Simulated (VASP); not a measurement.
# GaN (P-6m2) in VASP: notebook, part 2 of 2

VASP 6.6.1.

## (3) Single point, PBE

This run uses another cell than the first one, of 13.12 Å³/atom.

The input, INCAR:

```
PREC = Accurate
ENCUT = 520
EDIFF = 1E-6
ISMEAR = 0
SIGMA = 0.1
LREAL = F
LASPH = T
NELM = 60
ALGO = Normal
ISIF = 2
LWAVE = F
LCHARG = F
GGA = PE
NBANDS = 16
```

The input, KPOINTS:

```
Automatic mesh
0
Gamma
  6 6 4
```

The input, POSCAR:

```
GaN
1.0
    2.6317986900      0.0000000000      0.0000000000
   -1.3158993400      2.2792045200      0.0000000000
    0.0000000000      0.0000000000      4.3759089200
Ga N
1 1
Direct
    0.0000000000      0.0000000000      0.5000000000
    0.6666666700      0.3333333300      0.0000000000
```

Potentials or basis: VASP PAW PBE potentials, release 64 (Ga_d, N).

On the command line:

```console
> cat potpaw_PBE.64/Ga_d/POTCAR potpaw_PBE.64/N/POTCAR > POTCAR
> mpirun -np 1 vasp_std > vasp.out
```

OUTCAR:

```text
PREC = Accurate
   ENCUT = 520
   EDIFF = 1E-6
   ISMEAR = 0
   LREAL = F
   LASPH = T
   NELM = 60
   ISIF = 2
   GGA = PE

 ion  position               nearest neighbor table
   1  0.000  0.000  0.500-
   2  0.667  0.333  0.000-

  LATTYP: Found a hexagonal cell.
 ALAT       =     2.6317986900
 C/A-ratio  =     1.6627065499

  Lattice vectors:

 A1 = (   2.6317986900,   0.0000000000,   0.0000000000)
 A2 = (  -1.3158993400,   2.2792045200,   0.0000000000)
 A3 = (   0.0000000000,   0.0000000000,   4.3759089200)

Analysis of symmetry for initial positions (statically):
=====================================================================
 Subroutine PRICEL returns:
 Original cell was already a primitive cell.

 Routine SETGRP: Setting up the symmetry group for a
 hexagonal supercell.

 Subroutine GETGRP returns: Found 12 space group operations
 (whereof 12 operations were pure point group operations)
 out of a pool of 24 trial point group operations.

The static configuration has the point symmetry D_3h.

Analysis of symmetry for dynamics (positions and initial velocities):
=====================================================================
 Subroutine PRICEL returns:
 Original cell was already a primitive cell.

 Routine SETGRP: Setting up the symmetry group for a
 hexagonal supercell.

 Subroutine GETGRP returns: Found 12 space group operations
 (whereof 12 operations were pure point group operations)
 out of a pool of 24 trial point group operations.

The dynamic configuration has the point symmetry D_3h.

 Subroutine INISYM returns: Found 12 space group operations
 (whereof 12 operations are pure point group operations),
 and found     1 'primitive' translations

----------------------------------------------------------------------------------------
[... 105 lines left out ...]
   EFERMI_NEDOS =   21; number of points for ismear=-14 and -15
   IALGO  =     38    algorithm
   IMIX   =      4    mixing-type and parameters
     AMIX     =   0.40;   BMIX     =  1.00
     AMIX_MAG =   1.60;   BMIX_MAG =  1.00
  volume/ion in A,a.u.               =      13.12        88.57
  Fermi-wavevector in a.u.,A,eV,Ry     =   1.443658  2.728118 28.356552  2.084148
  Thomas-Fermi vector in A             =   2.562041
   LORBIT       =      0    0 simple, 1 ext, 2 COOP (PROOUT), +10 PAW based schemes
   GGA     = PE    functional components
   LHFCALC =     F    Hartree Fock is set to
   AEXX    =    0.0000 exact exchange contribution
   IVDW    =     0    specifies the selected vdW correction
   LEPSILON=     F    determine dielectric tensor
   LRPA    =     F    only Hartree local field effects (RPA)
 non-spin polarized calculation
 Gauss-broadening in eV      SIGMA  =   0.10
  energy-cutoff  :      520.00
  volume of cell :       26.25
 maximum number of plane-waves:       738
 NGX is ok and might be reduce to    20
   NGX =  9   NGY =  9   NGZ = 17

 number of electron      18.0000001 magnetization

 Free energy of the ion-electron system (eV)
  ---------------------------------------------------
  ext. energy  EPLUGINS =         0.00000000
  ---------------------------------------------------
  free energy    TOTEN  =        -7.18695364 eV

  energy without entropy =       -7.18135100  energy(sigma->0) =       -7.18415232

 E-fermi :   4.6795     XC(G=0): -11.4506

 val. band max:        4.5838294491   @ k =   0.3333   0.1667   0.2500
 cond. band min:       4.7575920203   @ k =   0.1667   0.0000   0.5000
 fundamental gap:      0.1737625712
 Fermi energy:         4.6794646526

 k-point     1 :       0.0000    0.0000    0.0000
  band No.  band energies     occupation
      1     -10.4496      2.00000
      2     -10.2336      2.00000
      3     -10.2336      2.00000
      4     -10.2050      2.00000
      5      -9.8904      2.00000
      6      -9.8904      2.00000
[... 376 lines left out ...]
      3     -10.1170      2.00000
      4     -10.1087      2.00000
      5      -9.9258      2.00000
      6      -6.7806      2.00000
[... 8 lines left out ...]
     15      18.7602      0.00000
     16      23.3206      0.00000

------------------------ aborting loop because EDIFF is reached ----------------------------------------

  FORCE on cell =-STRESS in cart. coord.  units (eV):
  Direction    XX          YY          ZZ          XY          YZ          ZX
  --------------------------------------------------------------------------------------
  -------------------------------------------------------------------------------------
  Total       -0.1301388     -0.1301388     -3.8285028     -0.0000000     -0.0000000      0.0000000
  in kB       -7.9435232     -7.9435232   -233.6874074     -0.0000000     -0.0000000      0.0000000
  external PRESSURE =     -83.1914846 kB  Pullay stress =       0.0000000 kB

 VOLUME and BASIS-vectors are now :
 -----------------------------------------------------------------------------
  energy-cutoff  :      520.00
  volume of cell :       26.25
      direct lattice vectors                 reciprocal lattice vectors
     2.631798690  0.000000000  0.000000000     0.379968272  0.219374783  0.000000000
    -1.315899340  2.279204520  0.000000000     0.000000000  0.438749569  0.000000000
     0.000000000  0.000000000  4.375908920     0.000000000  0.000000000  0.228523952

 POSITION                                       TOTAL-FORCE (eV/Angst)
 -----------------------------------------------------------------------------------
      0.00000      0.00000      2.18795        -0.000000      0.000000      0.000000
      1.31590      0.75973      0.00000         0.000000     -0.000000      0.000000
 -----------------------------------------------------------------------------------
    total drift:                               -0.000009      0.000005      0.000000

  FREE ENERGIE OF THE ION-ELECTRON SYSTEM (eV)
  ---------------------------------------------------
  free  energy   TOTEN  =        -7.1869536378 eV

  energy  without entropy=       -7.1813509954  energy(sigma->0) =       -7.18415232
```

It took 7.7 s on 1 thread of Intel Xeon 8259CL, shared host; peak memory 0.14 GiB.

Results:

```yaml
Free_energy: -7.1870 eV
Pressure: -8.3 GPa
Band_gap_on_the_k_mesh: zero (bands 9 and 10 overlap by 2.32 eV)
```

Stress tensor (GPa, compression positive):
```
 -0.79   0.00   0.00
  0.00  -0.79   0.00
  0.00   0.00 -23.37
```

Caveat: the k points lie up to 0.46 Å⁻¹ apart, too coarse for converged energies and pressures of a metal.

## (4) Single point, PBE

This run uses another cell than the first one, of 10.41 Å³/atom.

The input, INCAR:

```
PREC = Accurate
ENCUT = 520
EDIFF = 1E-7
ISMEAR = 0
SIGMA = 0.1
LREAL = False
LASPH = True
NELM = 60
ALGO = Normal
ISIF = 2
LWAVE = False
LCHARG = True
GGA = PE
LELF = True
LVHAR = True
NBANDS = 16
```

The input, KPOINTS:

```
Automatic mesh
0
Gamma
  6 6 6
```

The input, POSCAR:

```
GaN
1.0
    2.9966507173      0.0000000000      0.0000000000
   -1.4983253587      2.5951756475      0.0000000000
    0.0000000000      0.0000000000      2.6770823439
Ga N
1 1
Direct
    0.0000000000      0.0000000000      0.5000000000
    0.6666666667      0.3333333333      0.0000000000
```

Potentials or basis: VASP PAW PBE potentials, release 64 (Ga_d, N).

On the command line:

```console
> cat potpaw_PBE.64/Ga_d/POTCAR potpaw_PBE.64/N/POTCAR > POTCAR
> mpirun -np 1 vasp_std > vasp.out
```

OUTCAR:

```text
PREC = Accurate
   ENCUT = 520
   EDIFF = 1E-7
   ISMEAR = 0
   LREAL = False
   LASPH = True
   NELM = 60
   ISIF = 2
   GGA = PE

 ion  position               nearest neighbor table
   1  0.000  0.000  0.500-   2 2.19   2 2.19   2 2.19   2 2.19   2 2.19   2 2.19
   2  0.667  0.333  0.000-   1 2.19   1 2.19   1 2.19   1 2.19   1 2.19   1 2.19

  LATTYP: Found a hexagonal cell.
 ALAT       =     2.9966507173
 C/A-ratio  =     0.8933581510

  Lattice vectors:

 A1 = (   2.9966507173,   0.0000000000,   0.0000000000)
 A2 = (  -1.4983253587,   2.5951756475,   0.0000000000)
 A3 = (   0.0000000000,   0.0000000000,   2.6770823439)

Analysis of symmetry for initial positions (statically):
=====================================================================
 Subroutine PRICEL returns:
 Original cell was already a primitive cell.

 Routine SETGRP: Setting up the symmetry group for a
 hexagonal supercell.

 Subroutine GETGRP returns: Found 12 space group operations
 (whereof 12 operations were pure point group operations)
 out of a pool of 24 trial point group operations.

The static configuration has the point symmetry D_3h.

Analysis of symmetry for dynamics (positions and initial velocities):
=====================================================================
 Subroutine PRICEL returns:
 Original cell was already a primitive cell.

 Routine SETGRP: Setting up the symmetry group for a
 hexagonal supercell.

 Subroutine GETGRP returns: Found 12 space group operations
 (whereof 12 operations were pure point group operations)
 out of a pool of 24 trial point group operations.

The dynamic configuration has the point symmetry D_3h.

 Subroutine INISYM returns: Found 12 space group operations
 (whereof 12 operations are pure point group operations),
 and found     1 'primitive' translations

----------------------------------------------------------------------------------------

                                     Primitive cell

[... 111 lines left out ...]
  volume/ion in A,a.u.               =      10.41        70.25
  Fermi-wavevector in a.u.,A,eV,Ry     =   1.559591  2.947200 33.093790  2.432325
  Thomas-Fermi vector in A             =   2.662927
   LORBIT       =      0    0 simple, 1 ext, 2 COOP (PROOUT), +10 PAW based schemes
   GGA     = PE    functional components
   LHFCALC =     F    Hartree Fock is set to
   AEXX    =    0.0000 exact exchange contribution
   IVDW    =     0    specifies the selected vdW correction
   LEPSILON=     F    determine dielectric tensor
   LRPA    =     F    only Hartree local field effects (RPA)
 non-spin polarized calculation
 Gauss-broadening in eV      SIGMA  =   0.10
  energy-cutoff  :      520.00
  volume of cell :       20.82
 maximum number of plane-waves:       576
 NGX is ok and might be reduce to    24
   NGX = 11   NGY = 11   NGZ =  9

 number of electron      18.0000009 magnetization

 Free energy of the ion-electron system (eV)
  ---------------------------------------------------
  ext. energy  EPLUGINS =         0.00000000
  ---------------------------------------------------
  free energy    TOTEN  =       -10.27853226 eV

  energy without entropy =      -10.27588194  energy(sigma->0) =      -10.27720710

 E-fermi :   7.3651     XC(G=0): -12.5111

 val. band max:        7.2465362969   @ k =   0.0000   0.0000   0.5000
 cond. band min:       7.4565979646   @ k =   0.3333   0.1667   0.0000
 fundamental gap:      0.2100616678
 Fermi energy:         7.3650799365

 k-point     1 :       0.0000    0.0000    0.0000
  band No.  band energies     occupation
      1      -9.7774      2.00000
      2      -7.6183      2.00000
      3      -7.4409      2.00000
      4      -7.4409      2.00000
      5      -7.1342      2.00000
      6      -7.1342      2.00000
[... 433 lines left out ...]
      3      -7.4255      2.00000
      4      -7.2092      2.00000
      5      -7.0692      2.00000
      6      -5.0830      2.00000
[... 8 lines left out ...]
     15      26.5720      0.00000
     16      28.1605      0.00000

 [... further k-points ...]

------------------------ aborting loop because EDIFF is reached ----------------------------------------

  FORCE on cell =-STRESS in cart. coord.  units (eV):
  Direction    XX          YY          ZZ          XY          YZ          ZX
  --------------------------------------------------------------------------------------
  -------------------------------------------------------------------------------------
  Total        0.0609045      0.0609045      0.0523733     -0.0000000      0.0000000     -0.0000000
  in kB        4.6870008      4.6870008      4.0304728     -0.0000000      0.0000000     -0.0000000
  external PRESSURE =       4.4681581 kB  Pullay stress =       0.0000000 kB

 VOLUME and BASIS-vectors are now :
 -----------------------------------------------------------------------------
  energy-cutoff  :      520.00
  volume of cell :       20.82
      direct lattice vectors                 reciprocal lattice vectors
     2.996650717  0.000000000  0.000000000     0.333705892  0.192665186  0.000000000
    -1.498325359  2.595175648  0.000000000     0.000000000  0.385330373  0.000000000
     0.000000000  0.000000000  2.677082344     0.000000000  0.000000000  0.373540994

 POSITION                                       TOTAL-FORCE (eV/Angst)
 -----------------------------------------------------------------------------------
      0.00000      0.00000      1.33854         0.000000     -0.000000      0.000000
      1.49833      0.86506      0.00000        -0.000000      0.000000      0.000000
 -----------------------------------------------------------------------------------
    total drift:                               -0.000002      0.000001      0.000000

  FREE ENERGIE OF THE ION-ELECTRON SYSTEM (eV)
  ---------------------------------------------------
  free  energy   TOTEN  =       -10.2785322618 eV

  energy  without entropy=      -10.2758819370  energy(sigma->0) =      -10.27720710
```

stdout:

```text
POSCAR found type information on POSCAR GaN
 POSCAR found :  2 types and       2 ions
 scaLAPACK will be used
 LDA part: xc-table for (Slater+PW92), standard interpolation
 POSCAR, INCAR and KPOINTS ok, starting setup
 FFT: planning ... GRIDC
 FFT: planning ... GRID_SOFT
 FFT: planning ... GRID
 WAVECAR not read
 entering main loop
```

Wall time 8.5 s (1 thread of Intel Xeon 8259CL, shared host); peak memory 0.14 GiB.

What came out:

```
Free energy            : -10.2785 eV
Pressure               : 0.4 GPa
Band gap on the k mesh : zero (bands 9 and 10 overlap by 0.98 eV)
```

Caveat: the k points lie up to 0.40 Å⁻¹ apart, too coarse for converged energies and pressures of a metal.

## (5) Relaxation of cell and atoms, PBE

This run uses another cell than the first one, of 13.12 Å³/atom.

The input, INCAR:

```
ALGO = Normal
EDIFF = 1E-6
EDIFFG = -0.04
ENCUT = 600
GGA = PE
IBRION = 2
ISIF = 3
ISMEAR = 0
LASPH = True
LCHARG = False
LREAL = False
LWAVE = False
NELM = 60
NSW = 90
PREC = Accurate
SIGMA = 0.1
```

The input, KPOINTS:

```
k-points
0
Gamma
  6 6 4
```

The input, POSCAR:

```
GaN
1.0
    2.6317986900      0.0000000000      0.0000000000
   -1.3158993400      2.2792045200      0.0000000000
    0.0000000000      0.0000000000      4.3759089200
Ga N
1 1
Direct
    0.0000000000      0.0000000000      0.5000000000
    0.6666666700      0.3333333300      0.0000000000
```

Potentials or basis: VASP PAW PBE potentials, release 64 (Ga_d, N).

On the command line:

```console
> cat potpaw_PBE.64/Ga_d/POTCAR potpaw_PBE.64/N/POTCAR > POTCAR
> mpirun -np 1 vasp_std > vasp.out
```

OUTCAR:

```text
EDIFF = 1E-6
   EDIFFG = -0.04
   ENCUT = 600
   GGA = PE
   IBRION = 2
   ISIF = 3
   ISMEAR = 0
   LASPH = True
   LREAL = False
   NELM = 60
   NSW = 90
   PREC = Accurate

 ion  position               nearest neighbor table
   1  0.000  0.000  0.500-
   2  0.667  0.333  0.000-

  LATTYP: Found a hexagonal cell.
 ALAT       =     2.6317986900
 C/A-ratio  =     1.6627065499

  Lattice vectors:

 A1 = (   2.6317986900,   0.0000000000,   0.0000000000)
 A2 = (  -1.3158993400,   2.2792045200,   0.0000000000)
 A3 = (   0.0000000000,   0.0000000000,   4.3759089200)

Analysis of symmetry for initial positions (statically):
=====================================================================
 Subroutine PRICEL returns:
 Original cell was already a primitive cell.

[... 619 lines left out ...]

 number of electron      18.0000004 magnetization

------------------------ aborting loop because EDIFF is reached ----------------------------------------
[... 67 lines left out ...]
--------------------------------------- Ionic step       26  -------------------------------------------

 number of electron      18.0000001 magnetization

 Free energy of the ion-electron system (eV)
  ---------------------------------------------------
  ext. energy  EPLUGINS =         0.00000000
  ---------------------------------------------------
  free energy    TOTEN  =       -10.24311682 eV

  energy without entropy =      -10.23693077  energy(sigma->0) =      -10.24002379

 E-fermi :   7.2500     XC(G=0): -12.4775

 val. band max:        7.1664294242   @ k =   0.3333   0.1667   0.5000
 cond. band min:       7.3186375709   @ k =   0.3333   0.1667   0.0000
 fundamental gap:      0.1522081467
 Fermi energy:         7.2500063446

 k-point     1 :       0.0000    0.0000    0.0000
  band No.  band energies     occupation
      1      -9.8315      2.00000
      2      -7.6477      2.00000
      3      -7.4690      2.00000
      4      -7.4690      2.00000
      5      -7.1666      2.00000
      6      -7.1666      2.00000
      7       6.0734      2.00000
      8       6.1873      2.00000
      9       6.1873      2.00000
     10       6.8865      2.00000
     11      16.7259      0.00000
     12      16.7259      0.00000
     13      18.1752      0.00000
[... 347 lines left out ...]
  FREE ENERGIE OF THE ION-ELECTRON SYSTEM (eV)
  ---------------------------------------------------
  free  energy   TOTEN  =       -10.2431168163 eV

  energy  without entropy=      -10.2369307722  energy(sigma->0) =      -10.24002379

 reached required accuracy - stopping structural energy minimisation
```

CONTCAR:

```text
GaN
   1.00000000000000
     3.0058002555139200    0.0000000008098336    0.0000000000000000
    -1.5029001213450799    2.6030993750384903   -0.0000000000000000
    -0.0000000000000000    0.0000000000000000    2.6778950566967090
  Ga              N
     1     1
Direct
     0.0000000000000000    0.0000000000000000    0.5000000000000000
     0.6666666699999979    0.3333333300000021    0.0000000000000000

  0.00000000E+00  0.00000000E+00  0.00000000E+00
  0.00000000E+00  0.00000000E+00  0.00000000E+00
```

It took 4 min on 1 thread of Intel Xeon 8259CL, shared host; peak memory 0.17 GiB.

What came out:

```yaml
Free_energy: -10.2431 eV
Relaxed_volume: 10.48 Å³/atom
Relaxed_cell: a = 3.006 Å, b = 3.006 Å, c = 2.678 Å, α = 90.00°, β = 90.00°, γ = 120.00°
Space_group_after_relaxing_to_0.1_Å: P-6m2 (No. 187)
Pressure_after_relaxing: 0.0 GPa
Band_gap_on_the_k_mesh: zero (bands 9 and 10 overlap by 0.96 eV)
```

Final structure:
```
Ga N
1.0
     3.00580    0.00000    0.00000
    -1.50290    2.60310    0.00000
     0.00000    0.00000    2.67790
Ga N
1 1
Cartesian
  0.0000 0.0000 1.3389
  1.5029 0.8677 0.0000
```

Caveat: the k points lie up to 0.59 Å⁻¹ apart in the final cell, too coarse for converged energies and pressures of a metal; the volume moved by over 15 % at a fixed basis, so the end points are rough.

## (6) Overview

```csv
task,cell,k mesh,cutoff (eV),gap on the mesh (eV),pressure (GPa)
single point,"a = 3.003, b = 3.003, c = 2.675 Å, angles 90.0, 90.0, 120.0°, 2 atoms",6 × 6 × 4,520,none,0.7
single point,"a = 2.632, b = 2.632, c = 4.376 Å, angles 90.0, 90.0, 120.0°, 2 atoms",6 × 6 × 4,520,none,-8.3
single point,"a = 2.997, b = 2.997, c = 2.677 Å, angles 90.0, 90.0, 120.0°, 2 atoms",6 × 6 × 6,520,none,0.4
relaxation of cell and atoms,"relaxed from a = 2.632, b = 2.632, c = 4.376 Å, angles 90.0, 90.0, 120.0°, 2 atoms",6 × 6 × 4,600,none,0.0
```

Alike in all rows: level PBE; potentials or basis VASP PAW PBE potentials, release 64 (Ga_d, N); no spin polarisation; smearing gaussian 0.1 eV.

Caveats: all runs use coarse meshes; the volume moved by over 15 % at a fixed basis, so the end points are rough (at least some runs).

Total energies depend on the potentials used, so only differences within one code and one set of settings carry meaning.
